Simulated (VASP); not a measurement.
# KCl (rocksalt type) (Fm-3m) in VASP: a series of runs

Runs on KCl (rocksalt type). Level: PBE. Tasks: electric field gradients.

Program: VASP 6.6.1. These are calculated values, not measurements. Logs are shortened: lines on timing, memory, paths and dates and some standing lists are left out, and cuts for length are marked.

### 1 The cell of the first run

It takes space group Fm-3m (No. 225, cubic). Conventional cell: a = 6.379 Å, b = 6.379 Å, c = 6.379 Å, α = 90.00°, β = 90.00°, γ = 90.00°. Within 4.2 Å of K (site symmetry m-3m) lie 6 Cl at 3.19 Å. Within 4.2 Å of Cl (site symmetry m-3m) lie 6 K at 3.19 Å.

### 2 Electric field gradients, PBE

File INCAR:

```
PREC     = Accurate       # precision mode
ENCUT    = 520            # plane-wave cutoff, eV
EDIFF    = 1E-8           # SCF threshold, eV
ISMEAR   = -1             # smearing method
SIGMA    = 0.05           # smearing width, eV
LREAL    = False          # projectors in reciprocal space
LASPH    = True           # aspherical terms in the spheres
NELM     = 80             # most SCF steps
ALGO     = Normal         # electronic algorithm
ISIF     = 2              # what is computed and relaxed
LWAVE    = False          # write WAVECAR
LCHARG   = False          # write CHGCAR
GGA      = PE             # functional
LEFG     = True         
NBANDS   = 15             # bands
```

File KPOINTS:

```
Automatic mesh
0
Gamma
  13 13 13
```

File POSCAR:

```
KCl
1.0
    0.0000000000      3.1894571296      3.1894571296
    3.1894571296      0.0000000000      3.1894571296
    3.1894571296      3.1894571296      0.0000000000
K Cl
1 1
Direct
    0.0000000000      0.0000000000      0.0000000000
    0.5000000000      0.5000000000      0.5000000000
```

Potentials or basis: VASP PAW PBE potentials, release 64 (K_sv, Cl).

Run with:

```sh
$ cat potpaw_PBE.64/K_sv/POTCAR potpaw_PBE.64/Cl/POTCAR > POTCAR
$ mpirun -np 1 vasp_std > vasp.out
```

OUTCAR:

```text
PREC = Accurate
   ENCUT = 520
   EDIFF = 1E-8
   ISMEAR = -1
   LREAL = False
   LASPH = True
   NELM = 80
   ISIF = 2
   GGA = PE

 ion  position               nearest neighbor table
   1  0.000  0.000  0.000-   2 3.19   2 3.19   2 3.19   2 3.19   2 3.19   2 3.19
   2  0.500  0.500  0.500-   1 3.19   1 3.19   1 3.19   1 3.19   1 3.19   1 3.19

  LATTYP: Found a face centered cubic cell.
 ALAT       =     6.3789142592

  Lattice vectors:

 A1 = (   0.0000000000,   3.1894571296,   3.1894571296)
 A2 = (   3.1894571296,   0.0000000000,   3.1894571296)
 A3 = (   3.1894571296,   3.1894571296,   0.0000000000)

Analysis of symmetry for initial positions (statically):
=====================================================================
 Subroutine PRICEL returns:
 Original cell was already a primitive cell.

 Routine SETGRP: Setting up the symmetry group for a
 face centered cubic supercell.

 Subroutine GETGRP returns: Found 48 space group operations
 (whereof 48 operations were pure point group operations)
 out of a pool of 48 trial point group operations.

The static configuration has the point symmetry O_h .

Analysis of symmetry for dynamics (positions and initial velocities):
=====================================================================
 Subroutine PRICEL returns:
 Original cell was already a primitive cell.

 Routine SETGRP: Setting up the symmetry group for a
 face centered cubic supercell.

 Subroutine GETGRP returns: Found 48 space group operations
 (whereof 48 operations were pure point group operations)
 out of a pool of 48 trial point group operations.

The dynamic configuration has the point symmetry O_h .

 Subroutine INISYM returns: Found 48 space group operations
 (whereof 48 operations are pure point group operations),
 and found     1 'primitive' translations

----------------------------------------------------------------------------------------

                                     Primitive cell

  volume of cell :      64.8904

  direct lattice vectors                    reciprocal lattice vectors
     0.000000000  3.189457130  3.189457130    -0.156766490  0.156766490  0.156766490
[... 130 lines left out ...]
  free energy    TOTEN  =        -6.81095153 eV

  energy without entropy =       -6.81095153  energy(sigma->0) =       -6.81095153

 E-fermi :  -0.9405     XC(G=0):  -7.3742

 val. band max:       -1.9989733011   @ k =   0.0000   0.0000   0.0000
 cond. band min:       3.0506086241   @ k =   0.0000   0.0000   0.0000
 fundamental gap:      5.0495819252
 Fermi energy:        -0.9405373818

 k-point     1 :       0.0000    0.0000    0.0000
  band No.  band energies     occupation
      1     -29.2982      2.00000
      2     -14.0725      2.00000
      3     -12.7582      2.00000
      4     -12.7582      2.00000
      5     -12.7582      2.00000
      6      -1.9990      2.00000
      7      -1.9990      2.00000
      8      -1.9990      2.00000
      9       3.0506      0.00000
     10       6.3556      0.00000
     11       6.3556      0.00000
     12       6.3556      0.00000
     13       7.2101      0.00000
     14       7.2101      0.00000
[... 401 lines left out ...]
      2     -14.1890      2.00000
      3     -12.7829      2.00000
      4     -12.7763      2.00000
      5     -12.6022      2.00000
      6      -2.8327      2.00000
      7      -2.3231      2.00000
      8      -2.2574      2.00000
      9       5.4536      0.00000
     10       6.0668      0.00000
     11       8.0873      0.00000
     12       8.4892      0.00000
     13       8.5264      0.00000
     14       8.7248      0.00000
     15       9.7027      0.00000

 [... further k-points ...]
[... 5 lines left out ...]
  --------------------------------------------------------------------------------------
  -------------------------------------------------------------------------------------
  Total        0.0140576      0.0140576      0.0140576      0.0000000     -0.0000000     -0.0000000
  in kB        0.3470903      0.3470903      0.3470903      0.0000000     -0.0000000     -0.0000000
  external PRESSURE =       0.3470903 kB  Pullay stress =       0.0000000 kB

 VOLUME and BASIS-vectors are now :
 -----------------------------------------------------------------------------
  energy-cutoff  :      520.00
  volume of cell :       64.89
      direct lattice vectors                 reciprocal lattice vectors
     0.000000000  3.189457130  3.189457130    -0.156766490  0.156766490  0.156766490
     3.189457130  0.000000000  3.189457130     0.156766490 -0.156766490  0.156766490
     3.189457130  3.189457130  0.000000000     0.156766490  0.156766490 -0.156766490

 POSITION                                       TOTAL-FORCE (eV/Angst)
 -----------------------------------------------------------------------------------
      0.00000      0.00000      0.00000        -0.000000     -0.000000      0.000000
      3.18946      3.18946      3.18946         0.000000      0.000000     -0.000000
 -----------------------------------------------------------------------------------
    total drift:                                0.000000      0.000000      0.000000

  FREE ENERGIE OF THE ION-ELECTRON SYSTEM (eV)
  ---------------------------------------------------
  free  energy   TOTEN  =        -6.8109515257 eV

  energy  without entropy=       -6.8109515256  energy(sigma->0) =       -6.81095153

 Electric field gradients (V/A^2)
---------------------------------------------------------------------
 ion       V_xx      V_yy      V_zz      V_xy      V_xz      V_yz
---------------------------------------------------------------------
   1      -0.000     0.000     0.000    -0.000    -0.000    -0.000
   2      -0.000    -0.000    -0.000    -0.000    -0.000    -0.000
---------------------------------------------------------------------

 Electric field gradients after diagonalization (V/A^2)
 (convention: |V_zz| > |V_xx| > |V_yy|)
----------------------------------------------------------------------
 ion       V_xx      V_yy      V_zz     asymmetry (V_yy - V_xx)/ V_zz
----------------------------------------------------------------------
   1       0.000     0.000    -0.001       0.000
   2       0.000     0.000    -0.001       0.000
----------------------------------------------------------------------

           NMR quadrupolar parameters

 Cq : quadrupolar parameter    Cq=e*Q*V_zz/h
 eta: asymmetry parameters     (V_yy - V_xx)/ V_zz
 Q  : nuclear electric quadrupole moment in mb (millibarn)
----------------------------------------------------------------------
 ion       Cq(MHz)       eta       Q (mb)
----------------------------------------------------------------------
   1      -0.000       0.000       1.000
   2      -0.000       0.000       1.000
----------------------------------------------------------------------
```

Run time: 72 s. Hardware: 1 thread of AMD EPYC 9R14 (Zen 4), shared host; peak memory 0.21 GiB.

Results:

* Free energy: -6.8110 eV
* Pressure: 0.0 GPa
* Band gap on the k mesh: 5.05 eV, direct

Caveat: without QUAD_EFG the Cq values of the log hold for a quadrupole moment of 1 mb, not for the nuclei.

### 3 Electric field gradients, PBE (volume scaled by 1.02)

File INCAR:

```
SYSTEM = KCl
  ALGO = Normal
  EDIFF = 1E-8
  ENCUT = 520
  GGA = PE
  ISIF = 2
  ISMEAR = -1
  LASPH = .True.
  LCHARG = .False.
  LEFG = .True.
  LREAL = .False.
  LWAVE = .False.
  NBANDS = 15
  NELM = 100
  PREC = Accurate
  SIGMA = 0.05
```

File KPOINTS:

```
k-points
0
Gamma
  13 13 13
  0 0 0
```

File POSCAR:

```
KCl
1.0
    0.0000000000      3.2105799778      3.2105799778
    3.2105799778      0.0000000000      3.2105799778
    3.2105799778      3.2105799778      0.0000000000
K Cl
1 1
Direct
    0.0000000000      0.0000000000      0.0000000000
    0.5000000000      0.5000000000      0.5000000000
```

Potentials or basis: VASP PAW PBE potentials, release 64 (K_sv, Cl).

Run with:

```sh
$ cat potpaw_PBE.64/K_sv/POTCAR potpaw_PBE.64/Cl/POTCAR > POTCAR
$ mpirun -np 1 vasp_std > vasp.out
```

OUTCAR:

```text
SYSTEM = KCl
   EDIFF = 1E-8
   ENCUT = 520
   GGA = PE
   ISIF = 2
   ISMEAR = -1
   LASPH = .True.
   LREAL = .False.
   NELM = 100
   PREC = Accurate

 ion  position               nearest neighbor table
   1  0.000  0.000  0.000-   2 3.21   2 3.21   2 3.21   2 3.21   2 3.21   2 3.21
   2  0.500  0.500  0.500-   1 3.21   1 3.21   1 3.21   1 3.21   1 3.21   1 3.21

  LATTYP: Found a face centered cubic cell.
 ALAT       =     6.4211599556

  Lattice vectors:

 A1 = (   0.0000000000,   3.2105799778,   3.2105799778)
 A2 = (   3.2105799778,   0.0000000000,   3.2105799778)
 A3 = (   3.2105799778,   3.2105799778,   0.0000000000)

Analysis of symmetry for initial positions (statically):
=====================================================================
 Subroutine PRICEL returns:
 Original cell was already a primitive cell.

 Routine SETGRP: Setting up the symmetry group for a
 face centered cubic supercell.

[... 621 lines left out ...]
      direct lattice vectors                 reciprocal lattice vectors
     0.000000000  3.210579978  3.210579978    -0.155735102  0.155735102  0.155735102
     3.210579978  0.000000000  3.210579978     0.155735102 -0.155735102  0.155735102
     3.210579978  3.210579978  0.000000000     0.155735102  0.155735102 -0.155735102

 POSITION                                       TOTAL-FORCE (eV/Angst)
 -----------------------------------------------------------------------------------
      0.00000      0.00000      0.00000        -0.000000     -0.000000     -0.000000
      3.21058      3.21058      3.21058         0.000000      0.000000      0.000000
 -----------------------------------------------------------------------------------
    total drift:                                0.000000      0.000000      0.000000

  FREE ENERGIE OF THE ION-ELECTRON SYSTEM (eV)
  ---------------------------------------------------
  free  energy   TOTEN  =        -6.8102973256 eV

  energy  without entropy=       -6.8102973255  energy(sigma->0) =       -6.81029733

 Electric field gradients (V/A^2)
---------------------------------------------------------------------
 ion       V_xx      V_yy      V_zz      V_xy      V_xz      V_yz
---------------------------------------------------------------------
   1       0.000    -0.000     0.000    -0.000    -0.000    -0.000
   2      -0.000    -0.000    -0.000    -0.000    -0.000    -0.000
---------------------------------------------------------------------

 Electric field gradients after diagonalization (V/A^2)
 (convention: |V_zz| > |V_xx| > |V_yy|)
----------------------------------------------------------------------
 ion       V_xx      V_yy      V_zz     asymmetry (V_yy - V_xx)/ V_zz
----------------------------------------------------------------------
   1       0.000     0.000    -0.001       0.000
   2       0.000     0.000    -0.001       0.000
----------------------------------------------------------------------

           NMR quadrupolar parameters

 Cq : quadrupolar parameter    Cq=e*Q*V_zz/h
 eta: asymmetry parameters     (V_yy - V_xx)/ V_zz
 Q  : nuclear electric quadrupole moment in mb (millibarn)
----------------------------------------------------------------------
 ion       Cq(MHz)       eta       Q (mb)
----------------------------------------------------------------------
   1      -0.000       0.000       1.000
   2      -0.000       0.000       1.000
----------------------------------------------------------------------
```

OSZICAR:

```text
N       E                     dE             d eps       ncg     rms          rms(c)
DAV:   1     0.101403335748E+03    0.10140E+03   -0.70114E+03  2520   0.944E+02
DAV:   2    -0.807687148996E+00   -0.10221E+03   -0.94666E+02  3306   0.236E+02
DAV:   3    -0.690029394283E+01   -0.60926E+01   -0.60639E+01  3522   0.510E+01
DAV:   4    -0.711837557951E+01   -0.21808E+00   -0.21803E+00  3930   0.879E+00
DAV:   5    -0.712005002451E+01   -0.16744E-02   -0.16744E-02  3536   0.848E-01    0.309E+00
DAV:   6    -0.681298522551E+01    0.30706E+00   -0.44374E-01  3276   0.325E+00    0.251E+00
DAV:   7    -0.679607671656E+01    0.16909E-01   -0.10433E-01  3493   0.179E+00    0.147E+00
DAV:   8    -0.680881162256E+01   -0.12735E-01   -0.17191E-02  3194   0.959E-01    0.180E-01
DAV:   9    -0.680967786684E+01   -0.86624E-03   -0.11248E-03  3437   0.210E-01    0.101E-01
DAV:  10    -0.681028927699E+01   -0.61141E-03   -0.63867E-04  2730   0.160E-01    0.212E-02
DAV:  11    -0.681029369823E+01   -0.44212E-05   -0.26377E-05  3569   0.280E-02    0.706E-03
DAV:  12    -0.681029666347E+01   -0.29652E-05   -0.32683E-06  2814   0.130E-02    0.485E-03
DAV:  13    -0.681029719444E+01   -0.53097E-06   -0.85284E-07  3227   0.490E-03    0.802E-04
DAV:  14    -0.681029729871E+01   -0.10427E-06   -0.12054E-07  2913   0.226E-03    0.274E-04
DAV:  15    -0.681029732050E+01   -0.21792E-07   -0.19640E-09  2821   0.346E-04    0.190E-04
DAV:  16    -0.681029732556E+01   -0.50584E-08   -0.76774E-10  2002   0.179E-04
   1 F= -.68102973E+01 E0= -.68102973E+01  d E =-.275471E-10
```

stdout:

```text
POSCAR found type information on POSCAR K Cl
 POSCAR found :  2 types and       2 ions
 scaLAPACK will be used
 LDA part: xc-table for (Slater+PW92), standard interpolation
 POSCAR, INCAR and KPOINTS ok, starting setup
 FFT: planning ... GRIDC
 FFT: planning ... GRID_SOFT
 FFT: planning ... GRID
 WAVECAR not read
 entering main loop
ion   1

ion   2
```

It took 68 s on 1 thread of AMD EPYC 9R14 (Zen 4), shared host; peak memory 0.21 GiB.

Results:

```
Free energy            : -6.8103 eV
Pressure               : -0.3 GPa
Band gap on the k mesh : 4.98 eV, direct
```

Caveat: without QUAD_EFG the Cq values of the log hold for a quadrupole moment of 1 mb, not for the nuclei.

[end of part 1 of 2]
